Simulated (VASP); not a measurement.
WS2: single point with RPBE+D3(BJ)

WS2:

```
W S
1.0
     3.00389    0.00000    0.00000
    -1.50195    2.60145    0.00000
     0.00000    0.00000   11.22858
W S
2 4
Direct
  0.66667 0.33333 0.75000
  0.33333 0.66667 0.25000
  0.66667 0.33333 0.39261
  0.33333 0.66667 0.89261
  0.66667 0.33333 0.10739
  0.33333 0.66667 0.60739
```

```json
{
 "Program": "VASP 6.6.1",
 "Task": "single point",
 "Functional": "RPBE",
 "Dispersion": "D3(BJ)",
 "Potentials or basis": "VASP PAW PBE potentials, release 64 (W_sv, S)",
 "Cutoff": "520 eV",
 "k mesh": "10 × 10 × 3",
 "Occupations": "fermi-dirac, width 0.05 eV",
 "Spin": "no spin polarisation",
 "Dipole correction": "no",
 "Further INCAR settings": "ALGO = Normal; EDIFF = 1e-06; NBANDS = 35"
}
```

| Item | Value |
| --- | --- |
| Pressure | -0.1 GPa |
| Largest force | 0.011 eV/Å |
| Band gap on the k mesh | 0.36 eV (least direct gap 1.71 eV) |
| Dispersion energy per atom | -2.539 eV |

Forces in eV/Å, atoms in the order of the input:
```
W    0.000  0.000  0.000
W    0.000  0.000  0.000
S    0.000  0.000 -0.011
S    0.000  0.000 -0.011
S    0.000  0.000  0.011
S    0.000  0.000  0.011
```

Levels at points of the mesh, in eV from the valence-band top:
```
           k point  band 24  band 25  band 26  band 27  band 28  band 29
(0.00, 0.00, 0.00)    -2.05    -0.97     0.00     2.07     2.07     2.37
(0.50, 0.00, 0.00)    -2.27    -1.95    -1.51     2.32     2.81     2.92
```

Run time: 38 s on 1 thread of Intel(R) Xeon(R) 6975P-C (Granite Rapids), with other jobs on the host, peak memory 0.25 GiB.

Caveat: the PAW data sets were made with another functional, which shifts forces and pressure a little; spin-orbit coupling is left out, which moves the levels of the heavy elements; an odd mesh through Γ misses points on the zone boundary, where band edges can lie.
